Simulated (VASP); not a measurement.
# Si2W (I4/mmm) in VASP: notebook, part 2 of 2

VASP 6.6.1. The steps go on from the part before.

### 3 Single point, LDA (14.33 Å³/atom)

This run uses another cell than the first one, of 14.33 Å³/atom.

INCAR reads:

```
ALGO = Normal ; EDIFF = 1E-6
ENCUT = 500 ; GGA = CA
GGA_COMPAT = F ; ISIF = 2
ISMEAR = 0 ; LASPH = T
LCHARG = F ; LREAL = F
LWAVE = F ; NBANDS = 18
NELM = 120 ; PREC = Accurate
SIGMA = 0.1
```

KPOINTS reads:

```
k-points
0
Gamma
  18 18 18
```

POSCAR reads:

```
Si2W
1.0
   -1.6422815385      1.6422815385      3.9850283120
    1.6422815385     -1.6422815385      3.9850283120
    1.6422815385      1.6422815385     -3.9850283120
Si W
2 1
Direct
    0.3362672889      0.3362672889      0.0000000000
    0.6637327111      0.6637327111      0.0000000000
    0.0000000000      0.0000000000      0.0000000000
```

Potentials or basis: VASP PAW LDA potentials, release 64 (Si, W_sv).

The run is started by

```console
> cat potpaw_LDA.64/Si/POTCAR potpaw_LDA.64/W_sv/POTCAR > POTCAR
> mpirun -np 1 vasp_std > vasp.out
```

OUTCAR:

```text
EDIFF = 1E-6
   ENCUT = 500
   GGA = CA
   ISIF = 2
   ISMEAR = 0
   LASPH = T
   LREAL = F
   NELM = 120
   PREC = Accurate

 ion  position               nearest neighbor table
   1  0.336  0.336  0.000-   2 2.61   3 2.66   3 2.66   3 2.66   3 2.66   3 2.68   2 2.70   2 2.70
                             2 2.70   2 2.70
   2  0.664  0.664  0.000-   1 2.61   3 2.66   3 2.66   3 2.66   3 2.66   3 2.68   1 2.70   1 2.70
                             1 2.70   1 2.70
   3  0.000  0.000  0.000-   2 2.66   2 2.66   2 2.66   1 2.66   2 2.66   1 2.66   1 2.66   1 2.66
                             1 2.68   2 2.68

  LATTYP: Found a body centered tetragonal cell.
 ALAT       =     3.2845630770
 C/A-ratio  =     2.4265195818

  Lattice vectors:

 A1 = (  -1.6422815385,   1.6422815385,   3.9850283120)
 A2 = (   1.6422815385,  -1.6422815385,   3.9850283120)
 A3 = (   1.6422815385,   1.6422815385,  -3.9850283120)

Analysis of symmetry for initial positions (statically):
=====================================================================
 Subroutine PRICEL returns:
 Original cell was already a primitive cell.

 Routine SETGRP: Setting up the symmetry group for a
 body centered tetragonal supercell.

 Subroutine GETGRP returns: Found 16 space group operations
 (whereof 16 operations were pure point group operations)
 out of a pool of 16 trial point group operations.

The static configuration has the point symmetry D_4h.

Analysis of symmetry for dynamics (positions and initial velocities):
=====================================================================
 Subroutine PRICEL returns:
 Original cell was already a primitive cell.

 Routine SETGRP: Setting up the symmetry group for a
 body centered tetragonal supercell.

 Subroutine GETGRP returns: Found 16 space group operations
 (whereof 16 operations were pure point group operations)
 out of a pool of 16 trial point group operations.

The dynamic configuration has the point symmetry D_4h.

 Subroutine INISYM returns: Found 16 space group operations
 (whereof 16 operations are pure point group operations),
 and found     1 'primitive' translations

----------------------------------------------------------------------------------------

                                     Primitive cell

  volume of cell :      42.9919

  direct lattice vectors                    reciprocal lattice vectors
    -1.642281539  1.642281539  3.985028312     0.000000000  0.304454497  0.125469623
     1.642281539 -1.642281539  3.985028312     0.304454497  0.000000000  0.125469623
     1.642281539  1.642281539 -3.985028312     0.304454497  0.304454497  0.000000000

  length of vectors
     4.612442731  4.612442731  4.612442731     0.329294955  0.329294955  0.430563679

  position of ions in fractional coordinates (direct lattice)
     0.336267289  0.336267289  0.000000000
     0.663732711  0.663732711  0.000000000
     0.000000000  0.000000000  0.000000000

  ion indices of the primitive-cell ions
   primitive index   ion index
                 1           1
                 2           2
[... 21 lines left out ...]
     0.000000000  0.000000000  0.000000000

 Subroutine IBZKPT returns following result:
 ===========================================

 Found    480 irreducible k-points:

 Following reciprocal coordinates:
            Coordinates               Weight
  0.000000  0.000000  0.000000      1.000000
  0.055556  0.000000  0.000000      8.000000
  0.111111  0.000000  0.000000      8.000000
  0.166667 -0.000000  0.000000      8.000000
  0.222222 -0.000000  0.000000      8.000000
  0.277778 -0.000000  0.000000      8.000000
[... 16 lines left out ...]
 -0.277778  0.055556 -0.000000     16.000000
 -0.222222  0.055556 -0.000000     16.000000
 [... further k-points ...]
   k-points           NKPTS =    480   k-points in BZ     NKDIM =    480   number of bands    NBANDS=     18
   number of dos      NEDOS =    301   number of ions     NIONS =      3
   total plane-waves  NPLWV =  46656
   dimension x,y,z NGX =    36 NGY =   36 NGZ =   36
   dimension x,y,z NGXF=    72 NGYF=   72 NGZF=   72
   ions per type =               2   1
   NGX,Y,Z   is equivalent  to a cutoff of  12.98, 12.98, 12.98 a.u.
   NGXF,Y,Z  is equivalent  to a cutoff of  25.95, 25.95, 25.95 a.u.
 SYSTEM =  unknown system
   PREC   = accura    normal or accurate (medium, high low for compatibility)
   ISTART =      0    job   : 0-new  1-cont  2-samecut
   ICHARG =      2    charge: 1-file 2-atom 10-const
   ISPIN  =      1    spin polarized calculation?
   LNONCOLLINEAR =      F non collinear calculations
   LSORBIT =      F    spin-orbit coupling
   LASPH  =      T    aspherical Exc in radial PAW
   ENCUT  =  500.0 eV  36.75 Ry    6.06 a.u.   8.41  8.41  8.41*2*pi/ulx,y,z
   NELM   =    120;   NELMIN=  2; NELMDL= -5     # of ELM steps
   EDIFF  = 0.1E-05   stopping-criterion for ELM
   LREAL  =      F    real-space projection
   EDIFFG = 0.1E-04   stopping-criterion for IOM
   NSW    =      0    number of steps for IOM
   IBRION =     -1    ionic relax: 0-MD 1-quasi-New 2-CG
   NFREE  =      0    steps in history (QN), initial steepest desc. (CG)
   ISIF   =      2    stress and relaxation
   ISYM   =      2    0-nonsym 1-usesym 2-fastsym
   POTIM  = 0.5000    time-step for ionic-motion
   TEBEG  =    0.0;   TEEND  =   0.0 temperature during run
   PSTRESS=    0.0 pullay stress
   NELECT =      22.0000    total number of electrons
   NUPDOWN=      -1.0000    fix difference up-down
   EMIN   =  10.00;   EMAX   =-10.00  energy-range for DOS
   EFERMI =   0.00;   METHOD = LEGACY
   ISMEAR =     0;   SIGMA  =   0.10  broadening in eV -4-tet -1-fermi 0-gaus
   EFERMI_NEDOS =   21; number of points for ismear=-14 and -15
   IALGO  =     38    algorithm
   IMIX   =      4    mixing-type and parameters
     AMIX     =   0.40;   BMIX     =  1.00
     AMIX_MAG =   1.60;   BMIX_MAG =  1.00
  volume/ion in A,a.u.               =      14.33        96.71
  Fermi-wavevector in a.u.,A,eV,Ry     =   1.309444  2.474490 23.329134  1.714643
  Thomas-Fermi vector in A             =   2.440042
   LORBIT       =      0    0 simple, 1 ext, 2 COOP (PROOUT), +10 PAW based schemes
   GGA     = CA    functional components
   LHFCALC =     F    Hartree Fock is set to
   AEXX    =    0.0000 exact exchange contribution
   IVDW    =     0    specifies the selected vdW correction
   LEPSILON=     F    determine dielectric tensor
   LRPA    =     F    only Hartree local field effects (RPA)
 non-spin polarized calculation
 Gauss-broadening in eV      SIGMA  =   0.10
  energy-cutoff  :      500.00
  volume of cell :       42.99
 maximum number of plane-waves:      1116
 NGX is ok and might be reduce to    36
   NGX = 17   NGY = 17   NGZ = 17

 number of electron      22.0000001 magnetization

 Free energy of the ion-electron system (eV)
  ---------------------------------------------------
  ext. energy  EPLUGINS =         0.00000000
  ---------------------------------------------------
  free energy    TOTEN  =       -27.16820682 eV

  energy without entropy =      -27.16715095  energy(sigma->0) =      -27.16767889

 E-fermi :  10.9794     XC(G=0): -12.3566

 val. band max:       10.8952320330   @ k =  -0.3889  -0.4444   0.3889
 cond. band min:      10.9917028030   @ k =  -0.3889   0.5000   0.3333
 fundamental gap:      0.0964707700
 Fermi energy:        10.9794390512

 k-point     1 :       0.0000    0.0000    0.0000
  band No.  band energies     occupation
      1     -62.5264      2.00000
      2     -27.0013      2.00000
      3     -27.0013      2.00000
      4     -26.9828      2.00000
      5      -2.4660      2.00000
      6       4.5629      2.00000
[... 481 lines left out ...]
      5      -1.6072      2.00000
      6       4.5806      2.00000
[... 10 lines left out ...]
     17      16.8388      0.00000
     18      18.9766      0.00000

 [... further k-points ...]

------------------------ aborting loop because EDIFF is reached ----------------------------------------

  FORCE on cell =-STRESS in cart. coord.  units (eV):
  Direction    XX          YY          ZZ          XY          YZ          ZX
  --------------------------------------------------------------------------------------
  -------------------------------------------------------------------------------------
  Total       -4.4220644     -4.4220644     -4.4179289      0.0000000      0.0000000     -0.0000000
  in kB     -164.7968923   -164.7968923   -164.6427753      0.0000000      0.0000000     -0.0000000
  external PRESSURE =    -164.7455199 kB  Pullay stress =       0.0000000 kB

 VOLUME and BASIS-vectors are now :
 -----------------------------------------------------------------------------
  energy-cutoff  :      500.00
  volume of cell :       42.99
      direct lattice vectors                 reciprocal lattice vectors
    -1.642281539  1.642281539  3.985028312     0.000000000  0.304454497  0.125469623
     1.642281539 -1.642281539  3.985028312     0.304454497  0.000000000  0.125469623
     1.642281539  1.642281539 -3.985028312     0.304454497  0.304454497  0.000000000

 POSITION                                       TOTAL-FORCE (eV/Angst)
 -----------------------------------------------------------------------------------
      0.00000      0.00000      2.68007         0.000000      0.000000     -0.009905
      0.00000      0.00000      5.28999        -0.000000     -0.000000      0.009905
      0.00000      0.00000      0.00000         0.000000      0.000000     -0.000000
 -----------------------------------------------------------------------------------
    total drift:                               -0.000000     -0.000000      0.000000

  FREE ENERGIE OF THE ION-ELECTRON SYSTEM (eV)
  ---------------------------------------------------
  free  energy   TOTEN  =       -27.1682068237 eV

  energy  without entropy=      -27.1671509539  energy(sigma->0) =      -27.16767889
```

OSZICAR:

```text
N       E                     dE             d eps       ncg     rms          rms(c)
DAV:   1     0.124988805779E+03    0.12499E+03   -0.10586E+04 17288   0.119E+03
DAV:   2    -0.235586069230E+02   -0.14855E+03   -0.14507E+03 19856   0.311E+02
DAV:   3    -0.280657273899E+02   -0.45071E+01   -0.44462E+01 21686   0.488E+01
DAV:   4    -0.281083779292E+02   -0.42651E-01   -0.42599E-01 20588   0.503E+00
DAV:   5    -0.281088649852E+02   -0.48706E-03   -0.48702E-03 20696   0.575E-01    0.227E+01
DAV:   6    -0.273023988566E+02    0.80647E+00   -0.40345E+00 18540   0.134E+01    0.717E+00
DAV:   7    -0.272002559654E+02    0.10214E+00   -0.36755E-01 18460   0.335E+00    0.438E+00
DAV:   8    -0.271689655815E+02    0.31290E-01   -0.67789E-02 19448   0.187E+00    0.297E-01
DAV:   9    -0.271683958147E+02    0.56977E-03   -0.14699E-03 20214   0.303E-01    0.189E-01
DAV:  10    -0.271682149478E+02    0.18087E-03   -0.34429E-04 20514   0.164E-01    0.385E-02
DAV:  11    -0.271682069210E+02    0.80269E-05   -0.50513E-05 19656   0.523E-02    0.210E-02
DAV:  12    -0.271682068237E+02    0.97253E-07   -0.25540E-06 16060   0.102E-02
   1 F= -.27168207E+02 E0= -.27167679E+02  d E =-.105587E-02
```

Wall time 8.7 min (1 thread of Intel Xeon 8259CL, shared host); peak memory 0.44 GiB.

Results:

```
Free energy            : -27.1682 eV
Pressure               : -16.5 GPa
Largest force          : 0.010 eV/Å
Band gap on the k mesh : zero (bands 11 and 12 overlap by 1.11 eV)
```

Forces on the atoms (eV/Å):
```
Si   0.000  0.000 -0.010
Si   0.000  0.000  0.010
W    0.000  0.000  0.000
```

Levels at points of the mesh, in eV from the Fermi level:
```
           k point  band 9  band 10  band 11  band 12  band 13  band 14
(0.00, 0.00, 0.00)   -2.62    -2.62     0.52     2.45     2.86     2.86
(0.50, 0.00, 0.00)   -2.65    -2.51    -0.35     2.37     2.75     3.75
(0.50, 0.50, 0.00)   -4.68    -2.96    -1.68     2.61     2.71     2.78
(0.50, 0.50, 0.50)   -0.76    -0.76    -0.45    -0.45     0.67     4.10
```

Caveat: the cell stands under tension; spin-orbit coupling is left out, which moves the levels of the heavy elements.

### 4 Relaxation of shape and atoms at fixed volume, LDA (11.96 Å³/atom)

This run uses another cell than the first one, of 11.96 Å³/atom.

INCAR reads:

```
  PREC = Accurate
  ENCUT = 500
  EDIFF = 1E-7
  ISMEAR = 0
  SIGMA = 0.1
  LREAL = False
  LASPH = True
  NELM = 120
  ALGO = Normal
  ISIF = 4
  LWAVE = False
  LCHARG = False
  GGA = CA
  IBRION = 2
  NSW = 50
  EDIFFG = -0.01
  GGA_COMPAT = False
  NELMIN = 4
```

KPOINTS reads:

```
Automatic mesh
0
Gamma
  18 18 18
```

POSCAR reads:

```
Si2W
1.0
   -1.5411504104      1.5411504104      3.7779088440
    1.5411504104     -1.5411504104      3.7779088440
    1.5411504104      1.5411504104     -3.7779088440
Si W
2 1
Direct
    0.3337601718      0.3337601718      0.0000000000
    0.6662398282      0.6662398282      0.0000000000
    0.0000000000      0.0000000000      0.0000000000
```

The run is started by

```console
> cat potpaw_LDA.64/Si/POTCAR potpaw_LDA.64/W_sv/POTCAR > POTCAR
> mpirun -np 1 vasp_std > vasp.out
```

Wall time 15 min (1 thread of Intel Xeon 8259CL, shared host); peak memory 0.36 GiB.

Results (log left out):

| Quantity | Value |
| --- | --- |
| Free energy | -27.0558 eV |
| Energy gained by relaxing | 0.2 meV/atom |
| Ionic steps | 5 |
| Pressure after relaxing | 28.6 GPa |
| Band gap on the k mesh | zero (bands 11 and 12 overlap by 1.59 eV) |

Step by step:
```
step  energy change (eV)  largest force (eV/Å)  pressure (GPa)  volume (Å³)
   1              0.0000                0.1137           28.72        35.89
   2             -0.0005                0.0258           28.47        35.89
   3             -0.0007                0.0209           28.56        35.89
   4             -0.0007                0.0129           28.56        35.89
   5             -0.0007                0.0000           28.56        35.89
```

Final structure:
```cif
data_structure
_symmetry_space_group_name_H-M 'P 1'
_symmetry_Int_Tables_number 1
_cell_length_a 4.3662
_cell_length_b 4.3662
_cell_length_c 4.3662
_cell_angle_alpha 138.698
_cell_angle_beta 138.698
_cell_angle_gamma 59.835
_cell_volume 35.89
loop_
_atom_site_label
_atom_site_type_symbol
_atom_site_fract_x
_atom_site_fract_y
_atom_site_fract_z
_atom_site_occupancy
Si1 Si 0.33318 0.33318 0.00000 1
Si2 Si 0.66682 0.66682 0.00000 1
W1 W 0.00000 0.00000 0.00000 1
```

Levels at points of the mesh, in eV from the Fermi level:
| k point | band 8 | band 9 | band 10 | band 11 | band 12 | band 13 | band 14 | band 15 |
| --- | --- | --- | --- | --- | --- | --- | --- | --- |
| (0.00, 0.00, 0.00) | -3.65 | -3.17 | -3.17 | 0.78 | 2.50 | 3.55 | 3.62 | 3.62 |
| (0.50, 0.00, 0.00) | -5.12 | -3.25 | -3.07 | -0.58 | 3.01 | 3.26 | 4.21 | 5.30 |
| (0.50, 0.50, 0.00) | -5.49 | -5.46 | -3.81 | -1.57 | 3.18 | 3.55 | 3.75 | 4.19 |
| (0.50, 0.50, 0.50) | -3.00 | -0.76 | -0.76 | -0.60 | -0.60 | 1.01 | 4.82 | 6.17 |

Caveat: spin-orbit coupling is left out, which moves the levels of the heavy elements.

### 5 Summary

```csv
task,cell,gap on the mesh (eV),pressure (GPa),largest force (eV/Å)
single point,"a = 4.573 Å, angles 138.3, 138.3, 60.4°, 3 atoms, atomic positions A",none,-11.7,0.01
single point,"a = 4.612 Å, angles 138.3, 138.3, 60.5°, 3 atoms, atomic positions A",none,-16.5,0.01
relaxation of shape and atoms at fixed volume,"relaxed from a = 4.362 Å, angles 138.6, 138.6, 60.0°, 3 atoms, atomic positions B",none,28.6,-
```

Alike in all rows: level LDA; potentials or basis VASP PAW LDA potentials, release 64 (Si, W_sv); no spin polarisation; k mesh 18 × 18 × 18; cutoff (eV) 500; smearing gaussian 0.1 eV.

Caveats: spin-orbit coupling is left out, which moves the levels of the heavy elements; the cell stands under tension (at least some runs).

Absolute energies hang on the potentials; compare differences alone.
